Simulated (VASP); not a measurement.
# TaN (P-6m2) in VASP: notebook

Runs on TaN. Level: PBEsol. Tasks: single point, relaxation of cell and atoms.

All numbers are computed with VASP 6.6.1; they aren't measurements. Logs are shortened: lines on timing, memory, paths and dates and some standing lists are left out, and cuts for length are marked.

### Step 1. The cell of the first run

It takes space group P-6m2 (No. 187, hexagonal). Conventional cell: a = 2.921 Å, b = 2.921 Å, c = 2.869 Å, α = 90.00°, β = 90.00°, γ = 120.00°. Ta (site symmetry -6m2) has 6 N at 2.21 Å and 8 Ta at 2.87 to 2.92 Å within 3.0 Å. Within 3.0 Å of N (site symmetry -6m2) lie 6 Ta at 2.21 Å and 8 N at 2.87 to 2.92 Å.

### Step 2. Single point, PBEsol

INCAR

```
SYSTEM = TaN
ALGO = Normal
EDIFF = 1E-6
ENCUT = 520
GGA = PS
ISIF = 2
ISMEAR = -1
LASPH = .True.
LCHARG = .False.
LREAL = .False.
LWAVE = .False.
NBANDS = 15
NELM = 80
PREC = Accurate
SIGMA = 0.05
```

KPOINTS

```
k-points
0
Gamma
  18 18 16
  0 0 0
```

POSCAR

```
TaN
1.0
    2.9211525544      0.0000000000      0.0000000000
   -1.4605762772      2.5297923204      0.0000000000
    0.0000000000      0.0000000000      2.8685045261
Ta N
1 1
Direct
    0.0000000000      0.0000000000      0.5000000000
    0.6666666667      0.3333333333      0.0000000000
```

Potentials or basis: VASP PAW PBE potentials, release 64 (Ta_pv, N).

Started as:

```console
$ cat potpaw_PBE.64/Ta_pv/POTCAR potpaw_PBE.64/N/POTCAR > POTCAR
$ mpirun -np 1 vasp_std > vasp.out
```

OUTCAR:

```text
SYSTEM = TaN
   EDIFF = 1E-6
   ENCUT = 520
   GGA = PS
   ISIF = 2
   ISMEAR = -1
   LASPH = .True.
   LREAL = .False.
   NELM = 80
   PREC = Accurate

 ion  position               nearest neighbor table
   1  0.000  0.000  0.500-   2 2.21   2 2.21   2 2.21   2 2.21   2 2.21   2 2.21
   2  0.667  0.333  0.000-   1 2.21   1 2.21   1 2.21   1 2.21   1 2.21   1 2.21

  LATTYP: Found a hexagonal cell.
 ALAT       =     2.9211525544
 C/A-ratio  =     0.9819769672

  Lattice vectors:

 A1 = (   2.9211525544,   0.0000000000,   0.0000000000)
 A2 = (  -1.4605762772,   2.5297923204,   0.0000000000)
 A3 = (   0.0000000000,   0.0000000000,   2.8685045261)

Analysis of symmetry for initial positions (statically):
=====================================================================
 Subroutine PRICEL returns:
 Original cell was already a primitive cell.

 Routine SETGRP: Setting up the symmetry group for a
 hexagonal supercell.

 Subroutine GETGRP returns: Found 12 space group operations
 (whereof 12 operations were pure point group operations)
 out of a pool of 24 trial point group operations.

The static configuration has the point symmetry D_3h.

Analysis of symmetry for dynamics (positions and initial velocities):
=====================================================================
 Subroutine PRICEL returns:
 Original cell was already a primitive cell.

 Routine SETGRP: Setting up the symmetry group for a
 hexagonal supercell.

 Subroutine GETGRP returns: Found 12 space group operations
 (whereof 12 operations were pure point group operations)
 out of a pool of 24 trial point group operations.

The dynamic configuration has the point symmetry D_3h.

 Subroutine INISYM returns: Found 12 space group operations
 (whereof 12 operations are pure point group operations),
 and found     1 'primitive' translations

----------------------------------------------------------------------------------------

                                     Primitive cell

  volume of cell :      21.1980

  direct lattice vectors                    reciprocal lattice vectors
     2.921152554  0.000000000  0.000000000     0.342330632  0.197644683  0.000000000
    -1.460576277  2.529792320  0.000000000     0.000000000  0.395289365  0.000000000
     0.000000000  0.000000000  2.868504526     0.000000000  0.000000000  0.348613708

  length of vectors
     2.921152554  2.921152554  2.868504526     0.395289365  0.395289365  0.348613708

  position of ions in fractional coordinates (direct lattice)
     0.000000000  0.000000000  0.500000000
[... 84 lines left out ...]
   ISIF   =      2    stress and relaxation
   ISYM   =      2    0-nonsym 1-usesym 2-fastsym
   POTIM  = 0.5000    time-step for ionic-motion
   TEBEG  =    0.0;   TEEND  =   0.0 temperature during run
   PSTRESS=    0.0 pullay stress
   NELECT =      16.0000    total number of electrons
   NUPDOWN=      -1.0000    fix difference up-down
   EMIN   =  10.00;   EMAX   =-10.00  energy-range for DOS
   EFERMI =   0.00;   METHOD = LEGACY
   ISMEAR =    -1;   SIGMA  =   0.05  broadening in eV -4-tet -1-fermi 0-gaus
   EFERMI_NEDOS =   21; number of points for ismear=-14 and -15
   IALGO  =     38    algorithm
   IMIX   =      4    mixing-type and parameters
     AMIX     =   0.40;   BMIX     =  1.00
     AMIX_MAG =   1.60;   BMIX_MAG =  1.00
  volume/ion in A,a.u.               =      10.60        71.53
  Fermi-wavevector in a.u.,A,eV,Ry     =   1.490562  2.816753 30.229071  2.221774
  Thomas-Fermi vector in A             =   2.603328
   LORBIT       =      0    0 simple, 1 ext, 2 COOP (PROOUT), +10 PAW based schemes
   GGA     = PS    functional components
   LHFCALC =     F    Hartree Fock is set to
   AEXX    =    0.0000 exact exchange contribution
   IVDW    =     0    specifies the selected vdW correction
   LEPSILON=     F    determine dielectric tensor
   LRPA    =     F    only Hartree local field effects (RPA)
 non-spin polarized calculation
  energy-cutoff  :      520.00
  volume of cell :       21.20
 maximum number of plane-waves:       599
 NGX is ok and might be reduce to    24
   NGX = 11   NGY = 11   NGZ = 11

 number of electron      16.0000000 magnetization

 Free energy of the ion-electron system (eV)
  ---------------------------------------------------
  ext. energy  EPLUGINS =         0.00000000
  ---------------------------------------------------
  free energy    TOTEN  =       -23.80523635 eV

  energy without entropy =      -23.80473720  energy(sigma->0) =      -23.80498678

 E-fermi :   8.2312     XC(G=0): -13.5959

 val. band max:        8.1845687682   @ k =   0.0000   0.0000   0.4375
 cond. band min:       8.2674128312   @ k =   0.0556   0.0000   0.5000
 fundamental gap:      0.0828440630
 Fermi energy:         8.2312053817

 k-point     1 :       0.0000    0.0000    0.0000
  band No.  band energies     occupation
      1     -26.4671      2.00000
      2     -26.1904      2.00000
      3     -26.1904      2.00000
      4      -9.5963      2.00000
      5       3.6352      2.00000
      6       3.6352      2.00000
      7       3.9601      2.00000
      8       5.3333      2.00000
      9      10.6121      0.00000
     10      11.9368      0.00000
     11      11.9368      0.00000
     12      12.3393      0.00000
     13      12.3393      0.00000
     14      21.3807      0.00000
[... 401 lines left out ...]
      2     -26.5156      2.00000
      3     -26.3123      2.00000
      4      -7.1873      2.00000
      5       0.0677      2.00000
      6       3.0434      2.00000
      7       3.9483      2.00000
      8       5.9425      2.00000
      9      10.5926      0.00000
     10      11.4043      0.00000
     11      12.9485      0.00000
     12      14.4350      0.00000
     13      17.0265      0.00000
     14      20.5640      0.00000
     15      21.7271      0.00000

 [... further k-points ...]
[... 5 lines left out ...]
  --------------------------------------------------------------------------------------
  -------------------------------------------------------------------------------------
  Total        0.2353259      0.2353259      0.2632867     -0.0000000     -0.0000000      0.0000000
  in kB       17.7863015     17.7863015     19.8996244     -0.0000000     -0.0000000      0.0000000
  external PRESSURE =      18.4907424 kB  Pullay stress =       0.0000000 kB

 VOLUME and BASIS-vectors are now :
 -----------------------------------------------------------------------------
  energy-cutoff  :      520.00
  volume of cell :       21.20
      direct lattice vectors                 reciprocal lattice vectors
     2.921152554  0.000000000  0.000000000     0.342330632  0.197644683  0.000000000
    -1.460576277  2.529792320  0.000000000     0.000000000  0.395289365  0.000000000
     0.000000000  0.000000000  2.868504526     0.000000000  0.000000000  0.348613708

 POSITION                                       TOTAL-FORCE (eV/Angst)
 -----------------------------------------------------------------------------------
      0.00000      0.00000      1.43425         0.000000     -0.000000      0.000000
      1.46058      0.84326      0.00000        -0.000000      0.000000      0.000000
 -----------------------------------------------------------------------------------
    total drift:                               -0.000000      0.000000      0.000000

  FREE ENERGIE OF THE ION-ELECTRON SYSTEM (eV)
  ---------------------------------------------------
  free  energy   TOTEN  =       -23.8052363518 eV

  energy  without entropy=      -23.8047372037  energy(sigma->0) =      -23.80498678
```

It took 88 s on 1 thread of Intel Xeon 8259CL, shared host; peak memory 0.23 GiB.

Results:

```yaml
Free_energy: -23.8052 eV
Pressure: 1.8 GPa
Band_gap_on_the_k_mesh: zero (bands 8 and 9 overlap by 0.43 eV)
```

Caveat: the PAW data sets were made with another functional, which shifts forces and pressure a little; spin-orbit coupling is left out, which moves the levels of the heavy elements.

### Step 3. Single point, PBEsol

This run uses another cell than the first one, of 10.57 Å³/atom.

INCAR

```
SYSTEM = TaN
  ALGO = Normal
  EDIFF = 1E-6
  ENCUT = 520
  GGA = PS
  ISIF = 2
  ISMEAR = -1
  LASPH = .True.
  LCHARG = .False.
  LREAL = .False.
  LWAVE = .False.
  NBANDS = 15
  NELM = 80
  PREC = Accurate
  SIGMA = 0.05
```

KPOINTS is that of step 2.

POSCAR

```
TaN
1.0
    2.9183771834      0.0000000000      0.0000000000
   -1.4591885917      2.5273887786      0.0000000000
    0.0000000000      0.0000000000      2.8662622285
Ta N
1 1
Direct
    0.0000000000      0.0000000000      0.5000000000
    0.6666666667      0.3333333333      0.0000000000
```

Potentials or basis: VASP PAW PBE potentials, release 64 (Ta_pv, N).

Started as:

```console
$ cat potpaw_PBE.64/Ta_pv/POTCAR potpaw_PBE.64/N/POTCAR > POTCAR
$ mpirun -np 1 vasp_std > vasp.out
```

OUTCAR:

```text
SYSTEM = TaN
   EDIFF = 1E-6
   ENCUT = 520
   GGA = PS
   ISIF = 2
   ISMEAR = -1
   LASPH = .True.
   LREAL = .False.
   NELM = 80
   PREC = Accurate

 ion  position               nearest neighbor table
   1  0.000  0.000  0.500-   2 2.21   2 2.21   2 2.21   2 2.21   2 2.21   2 2.21
   2  0.667  0.333  0.000-   1 2.21   1 2.21   1 2.21   1 2.21   1 2.21   1 2.21

  LATTYP: Found a hexagonal cell.
 ALAT       =     2.9183771834
 C/A-ratio  =     0.9821424882

  Lattice vectors:

 A1 = (   2.9183771834,   0.0000000000,   0.0000000000)
 A2 = (  -1.4591885917,   2.5273887786,   0.0000000000)
 A3 = (   0.0000000000,   0.0000000000,   2.8662622285)

Analysis of symmetry for initial positions (statically):
=====================================================================
 Subroutine PRICEL returns:
 Original cell was already a primitive cell.

 Routine SETGRP: Setting up the symmetry group for a
 hexagonal supercell.

 Subroutine GETGRP returns: Found 12 space group operations
 (whereof 12 operations were pure point group operations)
 out of a pool of 24 trial point group operations.

The static configuration has the point symmetry D_3h.

[... 168 lines left out ...]
  band No.  band energies     occupation
      1     -26.4315      2.00000
      2     -26.1526      2.00000
      3     -26.1526      2.00000
      4      -9.5883      2.00000
      5       3.6529      2.00000
      6       3.6529      2.00000
      7       3.9753      2.00000
      8       5.3575      2.00000
      9      10.6624      0.00000
     10      11.9770      0.00000
     11      11.9770      0.00000
     12      12.3830      0.00000
     13      12.3830      0.00000
     14      21.4266      0.00000
[... 401 lines left out ...]
      2     -26.4810      2.00000
      3     -26.2750      2.00000
      4      -7.1681      2.00000
      5       0.0812      2.00000
      6       3.0569      2.00000
      7       3.9682      2.00000
      8       5.9648      2.00000
      9      10.6272      0.00000
     10      11.4447      0.00000
     11      12.9962      0.00000
     12      14.4833      0.00000
     13      17.0861      0.00000
     14      20.6304      0.00000
     15      21.7665      0.00000

 [... further k-points ...]
[... 5 lines left out ...]
  --------------------------------------------------------------------------------------
  -------------------------------------------------------------------------------------
  Total        0.3666113      0.3666113      0.3951623     -0.0000000      0.0000000      0.0000000
  in kB       27.7835049     27.7835049     29.9472339     -0.0000000      0.0000000      0.0000000
  external PRESSURE =      28.5047479 kB  Pullay stress =       0.0000000 kB

 VOLUME and BASIS-vectors are now :
 -----------------------------------------------------------------------------
  energy-cutoff  :      520.00
  volume of cell :       21.14
      direct lattice vectors                 reciprocal lattice vectors
     2.918377183  0.000000000  0.000000000     0.342656188  0.197832642  0.000000000
    -1.459188592  2.527388779  0.000000000     0.000000000  0.395665284  0.000000000
     0.000000000  0.000000000  2.866262229     0.000000000  0.000000000  0.348886431

 POSITION                                       TOTAL-FORCE (eV/Angst)
 -----------------------------------------------------------------------------------
      0.00000      0.00000      1.43313         0.000000      0.000000      0.000000
      1.45919      0.84246      0.00000        -0.000000      0.000000      0.000000
 -----------------------------------------------------------------------------------
    total drift:                               -0.000000      0.000000      0.000000

  FREE ENERGIE OF THE ION-ELECTRON SYSTEM (eV)
  ---------------------------------------------------
  free  energy   TOTEN  =       -23.8043578717 eV

  energy  without entropy=      -23.8038600435  energy(sigma->0) =      -23.80410896
```

stdout:

```text
POSCAR found type information on POSCAR TaN
 POSCAR found :  2 types and       2 ions
 scaLAPACK will be used
 -----------------------------------------------------------------------------
|                                                                             |
|                                                                             |
|     You enforced a specific xc type in the INCAR file but a different       |
|     I HOPE YOU KNOW WHAT YOU ARE DOING!                                     |
|                                                                             |
 -----------------------------------------------------------------------------

 LDA part: xc-table for (Slater+PW92), standard interpolation
 POSCAR, INCAR and KPOINTS ok, starting setup
 FFT: planning ... GRIDC
 FFT: planning ... GRID_SOFT
 FFT: planning ... GRID
 WAVECAR not read
 entering main loop
```

Run time: 89 s. Hardware: 1 thread of Intel Xeon 8259CL, shared host; peak memory 0.23 GiB.

Results:

```
Free energy            : -23.8044 eV
Pressure               : 2.9 GPa
Band gap on the k mesh : zero (bands 8 and 9 overlap by 0.43 eV)
```

Levels at points of the mesh, in eV from the Fermi level:
```csv
k point,band 5,band 6,band 7,band 8,band 9,band 10,band 11,band 12
"(0.00, 0.00, 0.00)",-4.61,-4.61,-4.28,-2.90,2.40,3.72,3.72,4.12
"(0.50, 0.00, 0.00)",-8.38,-5.27,-3.55,-3.16,3.09,4.20,5.35,5.49
"(0.00, 0.00, 0.50)",-9.47,-3.77,-3.77,-0.08,-0.08,2.52,3.40,3.40
"(0.50, 0.00, 0.50)",-7.42,-6.24,-5.76,-0.28,4.33,5.55,6.27,7.31
```

Caveat: the PAW data sets were made with another functional, which shifts forces and pressure a little; spin-orbit coupling is left out, which moves the levels of the heavy elements.

### Step 4. Relaxation of cell and atoms, PBEsol, target pressure 1 GPa, at which the enthalpy is minimised

This run uses another cell than the first one, of 10.63 Å³/atom.

INCAR

```
SYSTEM = TaN
ALGO     = Normal         ! electronic algorithm
EDIFF    = 1E-6           ! SCF threshold, eV
EDIFFG   = -0.002         ! ionic threshold
ENCUT    = 600            ! plane-wave cutoff, eV
GGA      = PS             ! functional
IBRION   = 2              ! ionic algorithm
ISIF     = 3              ! what is computed and relaxed
ISMEAR   = -1             ! smearing method
LASPH    = .TRUE.         ! aspherical terms in the spheres
LCHARG   = .FALSE.        ! write CHGCAR
LREAL    = .FALSE.        ! projectors in reciprocal space
LWAVE    = .FALSE.        ! write WAVECAR
NELM     = 80             ! most SCF steps
NSW      = 100            ! ionic steps
PREC     = Accurate       ! precision mode
PSTRESS  = 10.0         
SIGMA    = 0.05           ! smearing width, eV
```

KPOINTS

```
k-points
0
G
  18 18 16
  0 0 0
```

POSCAR

```
TaN
1.0
    2.9239649421      0.0000000000      0.0000000000
   -1.4619824711      2.5322279197      0.0000000000
    0.0000000000      0.0000000000      2.8707764763
Ta N
1 1
Direct
    0.0000000000      0.0000000000      0.5000000000
    0.6666666667      0.3333333333      0.0000000000
```

Started as:

```console
$ cat potpaw_PBE.64/Ta_pv/POTCAR potpaw_PBE.64/N/POTCAR > POTCAR
$ mpirun -np 1 vasp_std > vasp.out
```

Wall time 4.6 min (1 thread of Intel Xeon 8259CL, shared host); peak memory 0.24 GiB.

Results (log left out):

```
Free energy                                                : -23.8080 eV
Relaxed volume                                             : 10.62 Å³/atom
Relaxed cell                                               : a = 2.923 Å, b = 2.923 Å, c = 2.871 Å, α = 90.00°, β = 90.00°, γ = 120.00°
Space group after relaxing (to 0.1 Å)                      : P-6m2 (No. 187)
Energy change on relaxing (the run minimises the enthalpy) : +0.0 meV/atom
Ionic steps                                                : 10
Pressure after relaxing                                    : 1.0 GPa
Band gap on the k mesh                                     : zero (bands 8 and 9 overlap by 0.43 eV)
```

Final structure:
```
Ta N
1.0
     2.92300    0.00000    0.00000
    -1.46150    2.53139    0.00000
     0.00000    0.00000    2.87073
Ta N
1 1
Cartesian
  0.0000 0.0000 1.4354
  1.4615 0.8438 0.0000
```

Levels at points of the mesh, in eV from the Fermi level:
| k point | band 4 | band 5 | band 6 | band 7 | band 8 | band 9 | band 10 | band 11 | band 12 |
| --- | --- | --- | --- | --- | --- | --- | --- | --- | --- |
| (0.00, 0.00, 0.00) | -17.81 | -4.59 | -4.59 | -4.26 | -2.90 | 2.37 | 3.70 | 3.70 | 4.10 |
| (0.50, 0.00, 0.00) | -15.43 | -8.36 | -5.24 | -3.53 | -3.15 | 3.07 | 4.17 | 5.32 | 5.45 |
| (0.00, 0.00, 0.50) | -15.04 | -9.44 | -3.75 | -3.75 | -0.08 | -0.08 | 2.51 | 3.38 | 3.38 |
| (0.50, 0.00, 0.50) | -15.77 | -7.39 | -6.22 | -5.74 | -0.29 | 4.29 | 5.51 | 6.23 | 7.26 |

Caveat: the cell is relaxed towards a set pressure, so the run minimises the enthalpy, not the energy; the PAW data sets were made with another functional, which shifts forces and pressure a little; spin-orbit coupling is left out, which moves the levels of the heavy elements.

### Step 5. Overview

```csv
task,cell,cutoff (eV),gap on the mesh (eV),pressure (GPa)
single point,"a = 2.921, b = 2.921, c = 2.869 Å, angles 90.0, 90.0, 120.0°, 2 atoms",520,none,1.8
single point,"a = 2.918, b = 2.918, c = 2.866 Å, angles 90.0, 90.0, 120.0°, 2 atoms",520,none,2.9
relaxation of cell and atoms,"relaxed to 1 GPa from a = 2.924, b = 2.924, c = 2.871 Å, angles 90.0, 90.0, 120.0°, 2 atoms",600,none,1.0
```

Alike in all rows: level PBEsol; potentials or basis VASP PAW PBE potentials, release 64 (Ta_pv, N); no spin polarisation; k mesh 18 × 18 × 16; smearing fermi-dirac 0.05 eV.

Caveats: the PAW data sets were made with another functional, which shifts forces and pressure a little; spin-orbit coupling is left out, which moves the levels of the heavy elements; the cell is relaxed towards a set pressure, so the run minimises the enthalpy, not the energy (at least some runs).

Absolute energies hang on the potentials; compare differences alone.
